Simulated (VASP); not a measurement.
# BaZrO3 (Pm-3m) in VASP: a series of runs

The runs below take BaZrO3 through single point, with PBE, r2SCAN, PBEsol.

All numbers are computed with VASP 6.6.1; they aren't measurements. Logs are shortened: lines on timing, memory, paths and dates and some standing lists are left out, and cuts for length are marked.

## 1. The cell of the first run

It takes space group Pm-3m (No. 221, cubic). Conventional cell: a = 4.227 Å, b = 4.227 Å, c = 4.227 Å, α = 90.00°, β = 90.00°, γ = 90.00°. Ba (site symmetry m-3m) has 12 O at 2.99 Å and 8 Zr at 3.66 Å within 3.9 Å. Within 2.8 Å of Zr (site symmetry m-3m) lie 6 O at 2.11 Å. Within 2.8 Å of O (site symmetry 4/mmm) lie 2 Zr at 2.11 Å.

## 2. Single point, PBE

Contents of INCAR:

```
SYSTEM = BaZrO3
ALGO = Normal
EDIFF = 1E-6
ENCUT = 520
GGA = PE
ISIF = 2
ISMEAR = -1
LASPH = .True.
LCHARG = .False.
LREAL = .False.
LWAVE = .False.
NBANDS = 28
NELM = 100
PREC = Accurate
SIGMA = 0.05
```

Contents of KPOINTS:

```
k-points
0
Gamma
  6 6 6
  0 0 0
```

Contents of POSCAR:

```
BaZrO3
1.0
    4.2271626929      0.0000000000      0.0000000000
    0.0000000000      4.2271626929      0.0000000000
    0.0000000000      0.0000000000      4.2271626929
Ba Zr O
1 1 3
Direct
    0.0000000000      0.0000000000      0.0000000000
    0.5000000000      0.5000000000      0.5000000000
    0.5000000000      0.5000000000      0.0000000000
    0.5000000000      0.0000000000      0.5000000000
    0.0000000000      0.5000000000      0.5000000000
```

Potentials or basis: VASP PAW PBE potentials, release 64 (Ba_sv, Zr_sv, O).

Launch:

```bash
> cat potpaw_PBE.64/Ba_sv/POTCAR potpaw_PBE.64/Zr_sv/POTCAR potpaw_PBE.64/O/POTCAR > POTCAR
> mpirun -np 1 vasp_std > vasp.out
```

OUTCAR:

```text
SYSTEM = BaZrO3
   EDIFF = 1E-6
   ENCUT = 520
   GGA = PE
   ISIF = 2
   ISMEAR = -1
   LASPH = .True.
   LREAL = .False.
   NELM = 100
   PREC = Accurate

 ion  position               nearest neighbor table
   1  0.000  0.000  0.000-   3 2.99   4 2.99   5 2.99   4 2.99   5 2.99   3 2.99   5 2.99   5 2.99
                             3 2.99   4 2.99   4 2.99   3 2.99   2 3.66   2 3.66   2 3.66   2 3.66
   2  0.500  0.500  0.500-   3 2.11   4 2.11   5 2.11   3 2.11   4 2.11   5 2.11   1 3.66   1 3.66
                             1 3.66   1 3.66   1 3.66   1 3.66   1 3.66   1 3.66
   3  0.500  0.500  0.000-   2 2.11   2 2.11   1 2.99   1 2.99   1 2.99   1 2.99
   4  0.500  0.000  0.500-   2 2.11   2 2.11   1 2.99   1 2.99   1 2.99   1 2.99
   5  0.000  0.500  0.500-   2 2.11   2 2.11   1 2.99   1 2.99   1 2.99   1 2.99

  LATTYP: Found a simple cubic cell.
 ALAT       =     4.2271626929

  Lattice vectors:

 A1 = (   4.2271626929,   0.0000000000,   0.0000000000)
 A2 = (   0.0000000000,   4.2271626929,   0.0000000000)
 A3 = (   0.0000000000,   0.0000000000,   4.2271626929)

Analysis of symmetry for initial positions (statically):
=====================================================================
 Subroutine PRICEL returns:
 Original cell was already a primitive cell.

 Routine SETGRP: Setting up the symmetry group for a
 simple cubic supercell.

 Subroutine GETGRP returns: Found 48 space group operations
[... 9 lines left out ...]

 Routine SETGRP: Setting up the symmetry group for a
 simple cubic supercell.

 Subroutine GETGRP returns: Found 48 space group operations
[... 11 lines left out ...]
                                     Primitive cell

  volume of cell :      75.5348

  direct lattice vectors                    reciprocal lattice vectors
     4.227162693  0.000000000  0.000000000     0.236565297  0.000000000  0.000000000
     0.000000000  4.227162693  0.000000000     0.000000000  0.236565297  0.000000000
     0.000000000  0.000000000  4.227162693     0.000000000  0.000000000  0.236565297

  length of vectors
     4.227162693  4.227162693  4.227162693     0.236565297  0.236565297  0.236565297

  position of ions in fractional coordinates (direct lattice)
     0.000000000  0.000000000  0.000000000
     0.500000000  0.500000000  0.500000000
     0.500000000  0.500000000  0.000000000
     0.500000000  0.000000000  0.500000000
     0.000000000  0.500000000  0.500000000

  ion indices of the primitive-cell ions
   primitive index   ion index
                 1           1
                 2           2
                 3           3
                 4           4
[... 67 lines left out ...]
   NELM   =    100;   NELMIN=  2; NELMDL= -5     # of ELM steps
   EDIFF  = 0.1E-05   stopping-criterion for ELM
   LREAL  =      F    real-space projection
   EDIFFG = 0.1E-04   stopping-criterion for IOM
   NSW    =      0    number of steps for IOM
   IBRION =     -1    ionic relax: 0-MD 1-quasi-New 2-CG
   NFREE  =      0    steps in history (QN), initial steepest desc. (CG)
   ISIF   =      2    stress and relaxation
   ISYM   =      2    0-nonsym 1-usesym 2-fastsym
   POTIM  = 0.5000    time-step for ionic-motion
   TEBEG  =    0.0;   TEEND  =   0.0 temperature during run
   PSTRESS=    0.0 pullay stress
   NELECT =      40.0000    total number of electrons
   NUPDOWN=      -1.0000    fix difference up-down
   EMIN   =  10.00;   EMAX   =-10.00  energy-range for DOS
   EFERMI =   0.00;   METHOD = LEGACY
   ISMEAR =    -1;   SIGMA  =   0.05  broadening in eV -4-tet -1-fermi 0-gaus
   EFERMI_NEDOS =   21; number of points for ismear=-14 and -15
   IALGO  =     38    algorithm
   IMIX   =      4    mixing-type and parameters
     AMIX     =   0.40;   BMIX     =  1.00
     AMIX_MAG =   1.60;   BMIX_MAG =  1.00
  volume/ion in A,a.u.               =      15.11       101.95
  Fermi-wavevector in a.u.,A,eV,Ry     =   1.324481  2.502907 23.868034  1.754251
  Thomas-Fermi vector in A             =   2.454013
   LORBIT       =      0    0 simple, 1 ext, 2 COOP (PROOUT), +10 PAW based schemes
   GGA     = PE    functional components
   LHFCALC =     F    Hartree Fock is set to
   AEXX    =    0.0000 exact exchange contribution
   IVDW    =     0    specifies the selected vdW correction
   LEPSILON=     F    determine dielectric tensor
   LRPA    =     F    only Hartree local field effects (RPA)
 non-spin polarized calculation
  energy-cutoff  :      520.00
  volume of cell :       75.53
 maximum number of plane-waves:      2054
 NGX is ok and might be reduce to    32
   NGX = 15   NGY = 15   NGZ = 15

 number of electron      39.9999986 magnetization

 Free energy of the ion-electron system (eV)
  ---------------------------------------------------
  ext. energy  EPLUGINS =         0.00000000
  ---------------------------------------------------
  free energy    TOTEN  =       -41.72344675 eV

  energy without entropy =      -41.72344675  energy(sigma->0) =      -41.72344675

 E-fermi :   4.7878     XC(G=0): -10.6428

 val. band max:        3.6089368929   @ k =   0.5000   0.5000   0.5000
 cond. band min:       6.7413089635   @ k =   0.0000   0.0000   0.0000
 fundamental gap:      3.1323720706
 Fermi energy:         4.7878270933

 k-point     1 :       0.0000    0.0000    0.0000
  band No.  band energies     occupation
      1     -43.5699      2.00000
      2     -21.7866      2.00000
      3     -21.6971      2.00000
      4     -21.6971      2.00000
      5     -21.6971      2.00000
      6     -12.7180      2.00000
[... 609 lines left out ...]
     27      12.5854      0.00000
     28      12.5854      0.00000

------------------------ aborting loop because EDIFF is reached ----------------------------------------

  FORCE on cell =-STRESS in cart. coord.  units (eV):
  Direction    XX          YY          ZZ          XY          YZ          ZX
  --------------------------------------------------------------------------------------
  -------------------------------------------------------------------------------------
  Total        0.4452503      0.4452503      0.4452503     -0.0000000      0.0000000     -0.0000000
  in kB        9.4442589      9.4442589      9.4442589     -0.0000000      0.0000000     -0.0000000
  external PRESSURE =       9.4442589 kB  Pullay stress =       0.0000000 kB

 VOLUME and BASIS-vectors are now :
 -----------------------------------------------------------------------------
  energy-cutoff  :      520.00
  volume of cell :       75.53
      direct lattice vectors                 reciprocal lattice vectors
     4.227162693  0.000000000  0.000000000     0.236565297  0.000000000  0.000000000
     0.000000000  4.227162693  0.000000000     0.000000000  0.236565297  0.000000000
     0.000000000  0.000000000  4.227162693     0.000000000  0.000000000  0.236565297

 POSITION                                       TOTAL-FORCE (eV/Angst)
 -----------------------------------------------------------------------------------
      0.00000      0.00000      0.00000         0.000000      0.000000      0.000000
      2.11358      2.11358      2.11358         0.000000      0.000000      0.000000
      2.11358      2.11358      0.00000         0.000000      0.000000      0.000000
      2.11358      0.00000      2.11358         0.000000      0.000000      0.000000
      0.00000      2.11358      2.11358         0.000000      0.000000      0.000000
 -----------------------------------------------------------------------------------
    total drift:                                0.000000     -0.000000     -0.000000

  FREE ENERGIE OF THE ION-ELECTRON SYSTEM (eV)
  ---------------------------------------------------
  free  energy   TOTEN  =       -41.7234467463 eV

  energy  without entropy=      -41.7234467463  energy(sigma->0) =      -41.72344675
```

OSZICAR:

```text
N       E                     dE             d eps       ncg     rms          rms(c)
DAV:   1     0.310462853225E+03    0.31046E+03   -0.21913E+04  1120   0.140E+03
DAV:   2    -0.283366151199E+02   -0.33880E+03   -0.32657E+03  1432   0.350E+02
DAV:   3    -0.487636805263E+02   -0.20427E+02   -0.20350E+02  1724   0.810E+01
DAV:   4    -0.493580148656E+02   -0.59433E+00   -0.59349E+00  1520   0.110E+01
DAV:   5    -0.493701136157E+02   -0.12099E-01   -0.12098E-01  1576   0.121E+00    0.275E+01
DAV:   6    -0.418465876625E+02    0.75235E+01   -0.38769E+01  1332   0.380E+01    0.121E+01
DAV:   7    -0.417406255791E+02    0.10596E+00   -0.28133E+00  1572   0.917E+00    0.737E+00
DAV:   8    -0.417262156343E+02    0.14410E-01   -0.37675E-01  1352   0.439E+00    0.722E-01
DAV:   9    -0.417220178604E+02    0.41978E-02   -0.63904E-02  1524   0.138E+00    0.534E-01
DAV:  10    -0.417238408258E+02   -0.18230E-02   -0.17212E-02  1540   0.105E+00    0.264E-01
DAV:  11    -0.417233827295E+02    0.45810E-03   -0.22261E-03  1384   0.376E-01    0.406E-02
DAV:  12    -0.417234505431E+02   -0.67814E-04   -0.20246E-04  1324   0.962E-02    0.457E-02
DAV:  13    -0.417234462128E+02    0.43303E-05   -0.39341E-05  1632   0.425E-02    0.687E-03
DAV:  14    -0.417234467463E+02   -0.53351E-06   -0.51324E-06  1324   0.169E-02
   1 F= -.41723447E+02 E0= -.41723447E+02  d E =-.730151E-11
```

stdout:

```text
POSCAR found type information on POSCAR BaZrO
 POSCAR found :  3 types and       5 ions
 scaLAPACK will be used
 LDA part: xc-table for (Slater+PW92), standard interpolation
 POSCAR, INCAR and KPOINTS ok, starting setup
 FFT: planning ... GRIDC
 FFT: planning ... GRID_SOFT
 FFT: planning ... GRID
 WAVECAR not read
 entering main loop
```

Wall time 32 s (1 thread of Intel Xeon Platinum 8375C at 2.90GHz (Ice Lake), shared host); peak memory 0.2 GiB.

What came out:

```yaml
Free_energy: -41.7234 eV
Pressure: 0.9 GPa
Band_gap_on_the_k_mesh: 3.13 eV, indirect (least direct gap 3.38 eV)
```

Levels at points of the mesh, in eV from the valence-band top:
```tsv
k point	band 17	band 18	band 19	band 20	band 21	band 22	band 23	band 24
(0.00, 0.00, 0.00)	-0.95	-0.25	-0.25	-0.25	3.13	3.13	3.13	4.62
(0.50, 0.00, 0.00)	-1.69	-1.61	-0.49	-0.49	3.55	5.54	5.54	6.34
(0.50, 0.50, 0.00)	-0.93	-0.93	-0.85	-0.07	5.52	5.52	6.31	6.34
(0.50, 0.50, 0.50)	-2.52	0.00	0.00	0.00	5.88	5.88	5.88	6.78
```

Caveat: spin-orbit coupling is left out, which moves the levels of the heavy elements. A k mesh can miss the band edges.

[end of part 1 of 2]
